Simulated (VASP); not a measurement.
# Ag (P6_3/mmc) in VASP: single point with r2SCAN

Aim: the single point of Ag with r2SCAN.

Everything below comes from runs of VASP 6.6.1. Logs are shortened: lines on timing, memory, paths and dates and some standing lists are left out, and cuts for length are marked.

## Step 1: The cell of the first run

It takes space group P6_3/mmc (No. 194, hexagonal). Conventional cell: a = 2.903 Å, b = 2.903 Å, c = 9.483 Å, α = 90.00°, β = 90.00°, γ = 120.00°. Ag (site symmetry -3m) has 12 Ag at 2.90 Å within 3.8 Å. Ag (site symmetry -6m2) has 12 Ag at 2.90 Å within 3.8 Å.

This isn't the form of Ag at room conditions, which is fcc.

## Step 2: Single point, r2SCAN

POSCAR reads:

```
Ag
1.0
    2.9033875881      0.0000000000      0.0000000000
   -1.4516937940      2.5144074083      0.0000000000
    0.0000000000      0.0000000000      9.4833734539
Ag
4
Direct
    0.0000000000      0.0000000000      0.0000000000
    0.0000000000      0.0000000000      0.5000000000
    0.3333333333      0.6666666667      0.2500000000
    0.6666666667      0.3333333333      0.7500000000
```

INCAR.step1 reads:

```
SYSTEM = Ag
PREC     = Accurate       ! precision mode
ENCUT    = 550            ! plane-wave cutoff, eV
ISMEAR   = 0              ! smearing method
SIGMA    = 0.1            ! smearing width, eV
LREAL    = .FALSE.        ! projectors in reciprocal space
LASPH    = .TRUE.         ! aspherical terms in the spheres
NELM     = 120            ! most SCF steps
NBANDS   = 30             ! bands
GGA      = PE             ! functional
ALGO     = Normal         ! electronic algorithm
EDIFF    = 1E-5           ! SCF threshold, eV
LWAVE    = .TRUE.         ! write WAVECAR
LCHARG   = .FALSE.        ! write CHGCAR
GGA_COMPAT= .FALSE.
```

INCAR.step2 reads:

```
SYSTEM = Ag
PREC     = Accurate       ! precision mode
ENCUT    = 550            ! plane-wave cutoff, eV
EDIFF    = 1E-6           ! SCF threshold, eV
ISMEAR   = 0              ! smearing method
SIGMA    = 0.1            ! smearing width, eV
LREAL    = .FALSE.        ! projectors in reciprocal space
LASPH    = .TRUE.         ! aspherical terms in the spheres
NELM     = 120            ! most SCF steps
ALGO     = Normal         ! electronic algorithm
ISIF     = 2              ! what is computed and relaxed
LWAVE    = .FALSE.        ! write WAVECAR
LCHARG   = .TRUE.         ! write CHGCAR
METAGGA  = R2SCAN         ! meta-GGA
LMIXTAU  = .TRUE.       
LELF     = .TRUE.         ! ELF
LVHAR    = .TRUE.       
NBANDS   = 30             ! bands
ISTART   = 1            
GGA_COMPAT= .FALSE.
```

KPOINTS reads:

```
regular mesh
0
G
  24 24 6
  0 0 0
```

Potentials or basis: VASP PAW PBE potentials, release 64 (Ag).

Launch:

```bash
$ cat potpaw_PBE.64/Ag/POTCAR > POTCAR
$ cp INCAR.step1 INCAR
$ mpirun -np 1 vasp_std > vasp.out
$ cp INCAR.step2 INCAR
$ mpirun -np 1 vasp_std > vasp.out
```

OUTCAR:

```text
SYSTEM = Ag
   PREC = Accurate
   ENCUT = 550
   EDIFF = 1E-6
   ISMEAR = 0
   LREAL = .FALSE.
   LASPH = .TRUE.
   NELM = 120
   ISIF = 2
   METAGGA = R2SCAN
   ISTART = 1

 ion  position               nearest neighbor table
   1  0.000  0.000  0.000-   3 2.90   4 2.90   3 2.90   4 2.90   4 2.90   3 2.90
   2  0.000  0.000  0.500-   3 2.90   4 2.90   3 2.90   4 2.90   4 2.90   3 2.90
   3  0.333  0.667  0.250-   1 2.90   2 2.90   1 2.90   2 2.90   1 2.90   2 2.90
   4  0.667  0.333  0.750-   1 2.90   2 2.90   1 2.90   2 2.90   1 2.90   2 2.90

  LATTYP: Found a hexagonal cell.
 ALAT       =     2.9033875881
 C/A-ratio  =     3.2663132862

  Lattice vectors:

 A1 = (   2.9033875881,   0.0000000000,   0.0000000000)
 A2 = (  -1.4516937940,   2.5144074083,   0.0000000000)
 A3 = (   0.0000000000,   0.0000000000,   9.4833734539)

Analysis of symmetry for initial positions (statically):
=====================================================================
 Subroutine PRICEL returns:
 Original cell was already a primitive cell.

 Routine SETGRP: Setting up the symmetry group for a
 hexagonal supercell.

 Subroutine GETGRP returns: Found 24 space group operations
 (whereof 12 operations were pure point group operations)
 out of a pool of 24 trial point group operations.

The static configuration has the point symmetry D_3d.
 The point group associated with its full space group is D_6h.

Analysis of symmetry for dynamics (positions and initial velocities):
=====================================================================
 Subroutine PRICEL returns:
 Original cell was already a primitive cell.

 Routine SETGRP: Setting up the symmetry group for a
 hexagonal supercell.

 Subroutine GETGRP returns: Found 24 space group operations
 (whereof 12 operations were pure point group operations)
 out of a pool of 24 trial point group operations.

The dynamic configuration has the point symmetry D_3d.
 The point group associated with its full space group is D_6h.

 Subroutine INISYM returns: Found 24 space group operations
 (whereof 12 operations are pure point group operations),
 and found     1 'primitive' translations

----------------------------------------------------------------------------------------

                                     Primitive cell

  volume of cell :      69.2315

  direct lattice vectors                    reciprocal lattice vectors
     2.903387588  0.000000000  0.000000000     0.344425251  0.198854012  0.000000000
[... 92 lines left out ...]
   EDIFFG = 0.1E-04   stopping-criterion for IOM
   NSW    =      0    number of steps for IOM
   IBRION =     -1    ionic relax: 0-MD 1-quasi-New 2-CG
   NFREE  =      0    steps in history (QN), initial steepest desc. (CG)
   ISIF   =      2    stress and relaxation
   ISYM   =      2    0-nonsym 1-usesym 2-fastsym
   POTIM  = 0.5000    time-step for ionic-motion
   TEBEG  =    0.0;   TEEND  =   0.0 temperature during run
   PSTRESS=    0.0 pullay stress
   NELECT =      44.0000    total number of electrons
   NUPDOWN=      -1.0000    fix difference up-down
   EMIN   =  10.00;   EMAX   =-10.00  energy-range for DOS
   EFERMI =   0.00;   METHOD = LEGACY
   ISMEAR =     0;   SIGMA  =   0.10  broadening in eV -4-tet -1-fermi 0-gaus
   EFERMI_NEDOS =   21; number of points for ismear=-14 and -15
   IALGO  =     38    algorithm
   IMIX   =      4    mixing-type and parameters
     AMIX     =   0.40;   BMIX     =  1.00
     AMIX_MAG =   1.60;   BMIX_MAG =  1.00
  volume/ion in A,a.u.               =      17.31       116.80
  Fermi-wavevector in a.u.,A,eV,Ry     =   1.407531  2.659847 26.955083  1.981143
  Thomas-Fermi vector in A             =   2.529780
   LORBIT       =      0    0 simple, 1 ext, 2 COOP (PROOUT), +10 PAW based schemes
   METAGGA = R2SCAN    functional components
   LHFCALC =     F    Hartree Fock is set to
   AEXX    =    0.0000 exact exchange contribution
   IVDW    =     0    specifies the selected vdW correction
   LEPSILON=     F    determine dielectric tensor
   LRPA    =     F    only Hartree local field effects (RPA)
 non-spin polarized calculation
 Gauss-broadening in eV      SIGMA  =   0.10
  energy-cutoff  :      550.00
  volume of cell :       69.23
 maximum number of plane-waves:      2064
 NGX is ok and might be reduce to    24
   NGX = 11   NGY = 11   NGZ = 37

 number of electron      43.9999997 magnetization

 Free energy of the ion-electron system (eV)
  ---------------------------------------------------
  ext. energy  EPLUGINS =         0.00000000
  ---------------------------------------------------
  free energy    TOTEN  =       -85.42598802 eV

  energy without entropy =      -85.42171034  energy(sigma->0) =      -85.42384918

 E-fermi :   8.2956     XC(G=0): -12.8637

 val. band max:        8.2599502149   @ k =   0.3333   0.1667   0.3333
 cond. band min:       8.3123049013   @ k =   0.3750   0.1250   0.3333
 fundamental gap:      0.0523546864
 Fermi energy:         8.2956231460

 k-point     1 :       0.0000    0.0000    0.0000
  band No.  band energies     occupation
      1       0.3808      2.00000
      2       1.5901      2.00000
      3       1.7022      2.00000
      4       1.7048      2.00000
      5       3.1224      2.00000
      6       3.1224      2.00000
[... 781 lines left out ...]
     29      17.4897      0.00000
     30      18.3177      0.00000

 [... further k-points ...]

------------------------ aborting loop because EDIFF is reached ----------------------------------------

  FORCE on cell =-STRESS in cart. coord.  units (eV):
  Direction    XX          YY          ZZ          XY          YZ          ZX
  --------------------------------------------------------------------------------------
  -------------------------------------------------------------------------------------
  Total       -0.0224577     -0.0224577      0.0645298     -0.0000000     -0.0000000      0.0000000
  in kB       -0.5197241     -0.5197241      1.4933695     -0.0000000     -0.0000000      0.0000000
  external PRESSURE =       0.1513071 kB  Pullay stress =       0.0000000 kB

 VOLUME and BASIS-vectors are now :
 -----------------------------------------------------------------------------
  energy-cutoff  :      550.00
  volume of cell :       69.23
      direct lattice vectors                 reciprocal lattice vectors
     2.903387588  0.000000000  0.000000000     0.344425251  0.198854012  0.000000000
    -1.451693794  2.514407408  0.000000000     0.000000000  0.397708023  0.000000000
     0.000000000  0.000000000  9.483373454     0.000000000  0.000000000  0.105447709

 POSITION                                       TOTAL-FORCE (eV/Angst)
 -----------------------------------------------------------------------------------
      0.00000      0.00000      0.00000        -0.000000      0.000000     -0.000000
      0.00000      0.00000      4.74169         0.000000      0.000000     -0.000000
     -0.00000      1.67627      2.37084        -0.000000      0.000000     -0.000000
      1.45169      0.83814      7.11253         0.000000      0.000000      0.000000
 -----------------------------------------------------------------------------------
    total drift:                               -0.000000      0.000000     -0.000000

  FREE ENERGIE OF THE ION-ELECTRON SYSTEM (eV)
  ---------------------------------------------------
  free  energy   TOTEN  =       -85.4259880185 eV

  energy  without entropy=      -85.4217103388  energy(sigma->0) =      -85.42384918
```

OUTCAR.step1:

```text
SYSTEM = Ag
   PREC = Accurate
   ENCUT = 550
   ISMEAR = 0
   LREAL = .FALSE.
   LASPH = .TRUE.
   NELM = 120
[... 1023 lines left out ...]
      0.00000      0.00000      4.74169        -0.000000      0.000000     -0.000000
     -0.00000      1.67627      2.37084        -0.000000      0.000000     -0.000000
      1.45169      0.83814      7.11253         0.000000     -0.000000      0.000000
 -----------------------------------------------------------------------------------
    total drift:                               -0.000000      0.000000     -0.000000

  FREE ENERGIE OF THE ION-ELECTRON SYSTEM (eV)
  ---------------------------------------------------
  free  energy   TOTEN  =       -10.8485254791 eV

  energy  without entropy=      -10.8439677039  energy(sigma->0) =      -10.84624659
```

OSZICAR.step1:

```text
N       E                     dE             d eps       ncg     rms          rms(c)
DAV:   1     0.306637017674E+03    0.30664E+03   -0.23523E+04 14664   0.152E+03
DAV:   2    -0.504328050538E+01   -0.31168E+03   -0.29553E+03 15150   0.343E+02
DAV:   3    -0.118169459299E+02   -0.67737E+01   -0.67349E+01 16796   0.575E+01
DAV:   4    -0.118485222185E+02   -0.31576E-01   -0.31570E-01 15780   0.380E+00
DAV:   5    -0.118488326728E+02   -0.31045E-03   -0.31045E-03 16880   0.408E-01    0.101E+01
DAV:   6    -0.108894906432E+02    0.95934E+00   -0.28721E+00 15612   0.140E+01    0.654E+00
DAV:   7    -0.108586424013E+02    0.30848E-01   -0.43198E-02 16368   0.140E+00    0.358E+00
DAV:   8    -0.108484792611E+02    0.10163E-01   -0.27136E-03 15954   0.339E-01    0.168E-01
DAV:   9    -0.108484949343E+02   -0.15673E-04   -0.44258E-05 16522   0.458E-02    0.323E-02
DAV:  10    -0.108485249162E+02   -0.29982E-04   -0.18754E-05 12922   0.358E-02    0.512E-03
DAV:  11    -0.108485254791E+02   -0.56290E-06   -0.78523E-07  8796   0.943E-03
   1 F= -.10848525E+02 E0= -.10846247E+02  d E =-.455778E-02
```

Wall time 11 min (1 thread of Intel Xeon 6975P-C (Granite Rapids), shared host); peak memory 0.5 GiB.

Results:

```
Free energy            : -85.4260 eV
Pressure               : 0.0 GPa
Band gap on the k mesh : zero (bands 22 and 23 overlap by 6.95 eV)
```

Caveat: the PAW data sets were made with another functional, which shifts forces and pressure a little.

The gap in the log of VASP goes by the Fermi energy; the results here count the filled bands.